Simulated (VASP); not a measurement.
Set up this calculation in VASP 6.6.1, as the native input.

```yaml
Task: single point
Functional: PBE
Potentials_or_basis: VASP PAW PBE potentials, release 64 (Ge_d)
Cutoff: 520 eV
k_mesh: 12 × 12 × 4
Occupations: gaussian, width 0.1 eV
Spin: no spin polarisation
Dipole_correction: no
Further_INCAR_settings: ALGO = Normal; EDIFF = 1e-06; NBANDS = 66
```

The structure of Ge lies in POSCAR:

```
Ge
1.0
    4.0658733778      0.0000000000      0.0000000000
   -2.0329366889      3.5211496337      0.0000000000
    0.0000000000      0.0000000000     13.3363346220
Ge
8
Direct
    0.0000000000      0.0000000000      0.4067747484
    0.0000000000      0.0000000000      0.5932252516
    0.0000000000      0.0000000000      0.9067747484
    0.0000000000      0.0000000000      0.0932252516
    0.3333333333      0.6666666667      0.3442031026
    0.6666666667      0.3333333333      0.6557968974
    0.6666666667      0.3333333333      0.8442031026
    0.3333333333      0.6666666667      0.1557968974
```

The input as run:

INCAR

```
ALGO = Normal
EDIFF = 1E-6
ENCUT = 520
GGA = PE
ISIF = 2
ISMEAR = 0
LASPH = T
LCHARG = F
LREAL = F
LWAVE = F
NBANDS = 66
NELM = 100
PREC = Accurate
SIGMA = 0.1
```

KPOINTS

```
k-points
0
Gamma
  12 12 4
```

Potentials or basis: VASP PAW PBE potentials, release 64 (Ge_d).

The run is started by

```console
$ cat potpaw_PBE.64/Ge_d/POTCAR > POTCAR
$ mpirun -np 1 vasp_std > vasp.out
```

Results of the run:

| Item | Value |
| --- | --- |
| Pressure | 0.0 GPa |
| Largest force | 0.004 eV/Å |
| Band gap on the k mesh | zero (band 56 reaches 4.49 eV, above the bottom of band 57 at 4.47 eV) |

It took 8.7 min on 1 thread of Intel(R) Xeon(R) Platinum 8488C (Sapphire Rapids), on a shared host, peak memory 0.59 GiB.
